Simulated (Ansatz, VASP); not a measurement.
# PtSe2: VASP beside Ansatz

```
Pt Se
1.0
     3.75156    0.00000    0.00000
    -1.87578    3.24895    0.00000
     0.00000    0.00000    6.50133
Pt Se
1 2
Cartesian
  0.0000 0.0000 0.0000
  1.8758 1.0830 5.1948
  0.0000 2.1660 1.3066
```

Alike in both runs: functional PBE; k mesh 12 × 12 × 4; occupations gaussian, width 0.02 eV; no spin polarisation.

Ansatz relaxed the structure, and its values are those at the end. VASP's run is a single point on that final structure, the one shown.

```csv
,VASP,Ansatz
version,VASP 6.6.1,Ansatz 0.2.0
potentials or method,"VASP PAW PBE potentials, release 64 (Pt, Se), cutoff 520 eV","scalar-relativistic, plane waves, PAW"
valence electrons in the cell,22,50
```

```tsv
	VASP	Ansatz	Ansatz less VASP
gap on the k mesh at the Fermi level (eV)	0.87	0.88	+0.011
least direct gap on the mesh (eV)	1.03	1.04	+0.011
pressure (GPa)	0.0	0.0	+0.03
```

With one functional, cell and mesh, what is left measures potentials, basis and numerics. VASP's potentials hold 22 valence electrons a cell and Ansatz's 50, so a difference there can come from the potentials and not from the codes.

Spin-orbit coupling is off throughout.
